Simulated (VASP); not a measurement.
# Hg (P6_3/mmc) in VASP: further runs, part 2 of 2

VASP 6.6.1. Earlier steps stand in the parts before.

### Step 4. Single point, PBEsol+D3(BJ)

This run uses another cell than the first one, of 20.55 Å³/atom, 1.007 times its volume.

INCAR

```
SYSTEM = Hg
  PREC = Accurate
  ENCUT = 520
  EDIFF = 1E-6
  ISMEAR = 0
  SIGMA = 0.15
  LREAL = .False.
  LASPH = .True.
  NELM = 100
  ALGO = Fast
  ISIF = 2
  LWAVE = .False.
  LCHARG = .False.
  GGA = PS
  IVDW = 12
  NBANDS = 19
```

KPOINTS

```
Automatic mesh
0
Gamma
  18 18 10
  0 0 0
```

POSCAR

```
Hg
1.0
    3.3118000000      0.0000000000      0.0000000000
   -1.6559000000      2.8681029323      0.0000000000
    0.0000000000      0.0000000000      4.3274000000
Hg
2
Direct
    0.6666666667      0.3333333333      0.7500000000
    0.3333333333      0.6666666667      0.2500000000
```

Potentials or basis: VASP PAW PBE potentials, release 64 (Hg).

On the command line:

```console
$ cat potpaw_PBE.64/Hg/POTCAR > POTCAR
$ mpirun -np 1 vasp_std > vasp.out
```

OUTCAR:

```text
SYSTEM = Hg
   PREC = Accurate
   ENCUT = 520
   EDIFF = 1E-6
   ISMEAR = 0
   LREAL = .False.
   LASPH = .True.
   NELM = 100
   ISIF = 2
   GGA = PS
   IVDW = 12
 IVDW          = 12

 ion  position               nearest neighbor table
   1  0.667  0.333  0.750-   2 2.89   2 2.89   2 2.89   2 2.89   2 2.89   2 2.89
   2  0.333  0.667  0.250-   1 2.89   1 2.89   1 2.89   1 2.89   1 2.89   1 2.89

  LATTYP: Found a hexagonal cell.
 ALAT       =     3.3118000000
 C/A-ratio  =     1.3066610303

  Lattice vectors:

 A1 = (   3.3118000000,   0.0000000000,   0.0000000000)
 A2 = (  -1.6559000000,   2.8681029323,   0.0000000000)
 A3 = (   0.0000000000,   0.0000000000,   4.3274000000)

Analysis of symmetry for initial positions (statically):
=====================================================================
 Subroutine PRICEL returns:
 Original cell was already a primitive cell.

 Routine SETGRP: Setting up the symmetry group for a
 hexagonal supercell.

 Subroutine GETGRP returns: Found 24 space group operations
 (whereof 12 operations were pure point group operations)
 out of a pool of 24 trial point group operations.

The static configuration has the point symmetry D_3d.
 The point group associated with its full space group is D_6h.

Analysis of symmetry for dynamics (positions and initial velocities):
=====================================================================
 Subroutine PRICEL returns:
 Original cell was already a primitive cell.

 Routine SETGRP: Setting up the symmetry group for a
 hexagonal supercell.

 Subroutine GETGRP returns: Found 24 space group operations
 (whereof 12 operations were pure point group operations)
 out of a pool of 24 trial point group operations.

The dynamic configuration has the point symmetry D_3d.
 The point group associated with its full space group is D_6h.

 Subroutine INISYM returns: Found 24 space group operations
 (whereof 12 operations are pure point group operations),
 and found     1 'primitive' translations

----------------------------------------------------------------------------------------

                                     Primitive cell

  volume of cell :      41.1042

  direct lattice vectors                    reciprocal lattice vectors
     3.311800000  0.000000000  0.000000000     0.301950601  0.174331261  0.000000000
    -1.655900000  2.868102932  0.000000000     0.000000000  0.348662521  0.000000000
     0.000000000  0.000000000  4.327400000     0.000000000  0.000000000  0.231085640

  length of vectors
     3.311800000  3.311800000  4.327400000     0.348662521  0.348662521  0.231085640

  position of ions in fractional coordinates (direct lattice)
     0.666666667  0.333333333  0.750000000
     0.333333333  0.666666667  0.250000000

  ion indices of the primitive-cell ions
   primitive index   ion index
                 1           1
                 2           2

----------------------------------------------------------------------------------------

 KPOINTS: Automatic mesh

Automatic generation of k-mesh.
 Grid dimensions read from file:
 generate k-points for:   18   18   10

 Generating k-lattice:

  Cartesian coordinates                     Fractional coordinates (reciprocal lattice)
     0.016775033  0.009685070  0.000000000     0.055555556 -0.000000000  0.000000000
     0.000000000  0.019370140  0.000000000     0.000000000  0.055555556  0.000000000
     0.000000000  0.000000000  0.023108564     0.000000000  0.000000000  0.100000000

  Length of vectors
     0.019370140  0.019370140  0.023108564

  Shift w.r.t. Gamma in fractional coordinates (k-lattice)
     0.000000000  0.000000000  0.000000000

 Subroutine IBZKPT returns following result:
 ===========================================

 Found    222 irreducible k-points:

 Following reciprocal coordinates:
            Coordinates               Weight
  0.000000  0.000000  0.000000      1.000000
  0.055556 -0.000000  0.000000      6.000000
  0.111111 -0.000000  0.000000      6.000000
  0.166667 -0.000000  0.000000      6.000000
  0.222222 -0.000000  0.000000      6.000000
  0.277778 -0.000000  0.000000      6.000000
[... 16 lines left out ...]
  0.333333  0.111111  0.000000     12.000000
  0.388889  0.111111  0.000000     12.000000
 [... further k-points ...]
   k-points           NKPTS =    222   k-points in BZ     NKDIM =    222   number of bands    NBANDS=     19
   number of dos      NEDOS =    301   number of ions     NIONS =      2
   total plane-waves  NPLWV =  25088
   dimension x,y,z NGX =    28 NGY =   28 NGZ =   32
   dimension x,y,z NGXF=    56 NGYF=   56 NGZF=   64
   ions per type =               2
   NGX,Y,Z   is equivalent  to a cutoff of  14.06, 14.06, 12.29 a.u.
   NGXF,Y,Z  is equivalent  to a cutoff of  28.11, 28.11, 24.59 a.u.
 SYSTEM =  Hg
   PREC   = accura    normal or accurate (medium, high low for compatibility)
   ISTART =      0    job   : 0-new  1-cont  2-samecut
   ICHARG =      2    charge: 1-file 2-atom 10-const
   ISPIN  =      1    spin polarized calculation?
   LNONCOLLINEAR =      F non collinear calculations
   LSORBIT =      F    spin-orbit coupling
   LASPH  =      T    aspherical Exc in radial PAW
   ENCUT  =  520.0 eV  38.22 Ry    6.18 a.u.   6.16  6.16  8.05*2*pi/ulx,y,z
   NELM   =    100;   NELMIN=  2; NELMDL= -5     # of ELM steps
   EDIFF  = 0.1E-05   stopping-criterion for ELM
   LREAL  =      F    real-space projection
[... 7 lines left out ...]
   TEBEG  =    0.0;   TEEND  =   0.0 temperature during run
   PSTRESS=    0.0 pullay stress
   NELECT =      24.0000    total number of electrons
   NUPDOWN=      -1.0000    fix difference up-down
   EMIN   =  10.00;   EMAX   =-10.00  energy-range for DOS
   EFERMI =   0.00;   METHOD = LEGACY
   ISMEAR =     0;   SIGMA  =   0.15  broadening in eV -4-tet -1-fermi 0-gaus
   EFERMI_NEDOS =   21; number of points for ismear=-14 and -15
   IALGO  =     68    algorithm
   IMIX   =      4    mixing-type and parameters
     AMIX     =   0.40;   BMIX     =  1.00
     AMIX_MAG =   1.60;   BMIX_MAG =  1.00
  volume/ion in A,a.u.               =      20.55       138.69
  Fermi-wavevector in a.u.,A,eV,Ry     =   1.368306  2.585724 25.473668  1.872262
  Thomas-Fermi vector in A             =   2.494282
   LORBIT       =      0    0 simple, 1 ext, 2 COOP (PROOUT), +10 PAW based schemes
   GGA     = PS    functional components
   LHFCALC =     F    Hartree Fock is set to
   AEXX    =    0.0000 exact exchange contribution
   IVDW    =    12    specifies the selected vdW correction
   LEPSILON=     F    determine dielectric tensor
   LRPA    =     F    only Hartree local field effects (RPA)
 non-spin polarized calculation
 RMM-DIIS sequential band-by-band and
 Gauss-broadening in eV      SIGMA  =   0.15
  energy-cutoff  :      520.00
  volume of cell :       41.10
 maximum number of plane-waves:      1134
 NGX is ok and might be reduce to    28
   NGX = 13   NGY = 13   NGZ = 17

 number of electron      24.0000003 magnetization

 Free energy of the ion-electron system (eV)
  ---------------------------------------------------
  ext. energy  EPLUGINS =         0.00000000
  ---------------------------------------------------
  free energy    TOTEN  =        -0.89148977 eV

  energy without entropy =       -0.88417390  energy(sigma->0) =       -0.88783184

 E-fermi :   3.9466     XC(G=0): -11.7980

 val. band max:        3.9437395152   @ k =   0.2222   0.2222   0.2000
 cond. band min:       3.9638139035   @ k =   0.3333   0.2778   0.1000
 fundamental gap:      0.0200743884
 Fermi energy:         3.9466225798

 k-point     1 :       0.0000    0.0000    0.0000
  band No.  band energies     occupation
      1      -6.6386      2.00000
      2      -5.0567      2.00000
      3      -3.9024      2.00000
      4      -3.9024      2.00000
      5      -3.7046      2.00000
      6      -3.7046      2.00000
[... 11 lines left out ...]
     18      17.6069      0.00000
     19      17.6679      0.00000

 k-point     2 :       0.0556   -0.0000    0.0000
  band No.  band energies     occupation
      1      -6.5747      2.00000
      2      -5.0321      2.00000
      3      -3.9235      2.00000
      4      -3.9169      2.00000
      5      -3.7431      2.00000
      6      -3.6767      2.00000
[... 476 lines left out ...]
 k-point    24 :       0.3889    0.1111    0.0000
  band No.  band energies     occupation
      1      -4.8945      2.00000
      2      -4.8201      2.00000
      3      -4.7934      2.00000
      4      -4.2443      2.00000
      5      -3.3894      2.00000
      6      -3.1610      2.00000
[... 11 lines left out ...]
     18      16.0245      0.00000
     19      16.2376      0.00000

 [... further k-points ...]

------------------------ aborting loop because EDIFF is reached ----------------------------------------

 Edisp (eV)   -0.97588

 E8    (eV) :    -0.6624

  FORCE on cell =-STRESS in cart. coord.  units (eV):
  Direction    XX          YY          ZZ          XY          YZ          ZX
  --------------------------------------------------------------------------------------
  -------------------------------------------------------------------------------------
  Total       1.41067     1.41067     2.58122     0.00000     0.00000     0.00000
  in kB      54.98568    54.98568   100.61206     0.00000     0.00000     0.00000
  external pressure =       70.19 kB  Pullay stress =        0.00 kB

 VOLUME and BASIS-vectors are now :
 -----------------------------------------------------------------------------
  energy-cutoff  :      520.00
  volume of cell :       41.10
      direct lattice vectors                 reciprocal lattice vectors
     3.311800000  0.000000000  0.000000000     0.301950601  0.174331261  0.000000000
    -1.655900000  2.868102932  0.000000000     0.000000000  0.348662521  0.000000000
     0.000000000  0.000000000  4.327400000     0.000000000  0.000000000  0.231085640

 POSITION                                       TOTAL-FORCE (eV/Angst)
 -----------------------------------------------------------------------------------
      1.65590      0.95603      3.24555         0.000000     -0.000000      0.000000
     -0.00000      1.91207      1.08185        -0.000000      0.000000      0.000000
 -----------------------------------------------------------------------------------
    total drift:                               -0.000000      0.000000      0.000000

  FREE ENERGIE OF THE ION-ELECTRON SYSTEM (eV)
  ---------------------------------------------------
  free  energy   TOTEN  =        -1.8673696102 eV

  energy  without entropy=       -1.8600537449  energy(sigma->0) =       -1.86371168
```

OSZICAR:

```text
N       E                     dE             d eps       ncg     rms          rms(c)
DAV:   1     0.187870307921E+03    0.18787E+03   -0.12834E+04  8452   0.126E+03
DAV:   2     0.294156893739E+01   -0.18493E+03   -0.17754E+03  8825   0.331E+02
DAV:   3    -0.104362222649E+01   -0.39852E+01   -0.39676E+01  9607   0.539E+01
DAV:   4    -0.104981448307E+01   -0.61923E-02   -0.61913E-02  9242   0.201E+00
DAV:   5    -0.104982268926E+01   -0.82062E-05   -0.82055E-05  9160   0.735E-02    0.887E+00
RMM:   6    -0.909868872809E+00    0.13995E+00   -0.24769E-01  8469   0.428E+00    0.620E+00
RMM:   7    -0.893533742824E+00    0.16335E-01   -0.51805E-02  8701   0.160E+00    0.175E+00
RMM:   8    -0.891462426341E+00    0.20713E-02   -0.79874E-03  8879   0.101E+00    0.143E-01
RMM:   9    -0.891483072755E+00   -0.20646E-04   -0.94125E-05  9322   0.100E-01    0.717E-02
RMM:  10    -0.891490082322E+00   -0.70096E-05   -0.23550E-05  9433   0.608E-02    0.756E-03
RMM:  11    -0.891489767889E+00    0.31443E-06   -0.22927E-06  6278   0.141E-02
   1 F= -.18673696E+01 E0= -.18637117E+01  d E =-.731587E-02
```

Wall time 48 s (1 thread of Intel Xeon 6975P-C (Granite Rapids), shared host); peak memory 0.28 GiB.

Results:

| Property | Result |
| --- | --- |
| Free energy | -1.8674 eV |
| Pressure | 7.0 GPa |
| Band gap on the k mesh | zero (band 12 reaches 5.41 eV, above the bottom of band 13 at 3.23 eV) |
| Dispersion energy per atom | -0.488 eV |

Levels at points of the mesh, in eV from the Fermi level:
```tsv
k point	band 9	band 10	band 11	band 12	band 13	band 14	band 15	band 16
(0.00, 0.00, 0.00)	-6.91	-6.16	-6.16	-0.85	1.51	10.42	10.42	11.51
(0.50, 0.00, 0.00)	-6.32	-5.74	-3.75	-3.68	4.82	4.99	5.05	5.06
(0.00, 0.00, 0.50)	-6.35	-6.35	-6.35	-6.35	11.72	11.72	12.00	12.00
(0.50, 0.00, 0.50)	-6.39	-6.39	-2.27	-2.27	-0.31	-0.31	8.57	8.57
```

Caveat: the PAW data sets were made with another functional, which shifts forces and pressure a little; spin-orbit coupling is left out, which moves the levels of the heavy elements; pairwise dispersion overbinds metals, which lowers pressure and volume.

### Step 5. The runs side by side

```tsv
cell	gap on the mesh (eV)	pressure (GPa)
a = 3.233, b = 3.233, c = 4.509 Å, angles 90.0, 90.0, 120.0°, 2 atoms	none	6.4
a = 3.115, b = 3.115, c = 4.873 Å, angles 90.0, 90.0, 120.0°, 2 atoms	none	5.1
a = 3.312, b = 3.312, c = 4.327 Å, angles 90.0, 90.0, 120.0°, 2 atoms	none	7.0
```

Alike in all rows: task single point; level PBEsol+D3(BJ); potentials or basis VASP PAW PBE potentials, release 64 (Hg); no spin polarisation; k mesh 18 × 18 × 10; cutoff (eV) 520; smearing gaussian 0.15 eV.

Caveats: the PAW data sets were made with another functional, which shifts forces and pressure a little; spin-orbit coupling is left out, which moves the levels of the heavy elements; pairwise dispersion overbinds metals, which lowers pressure and volume.

Total energies depend on the potentials used, so only differences within one code and one set of settings carry meaning.
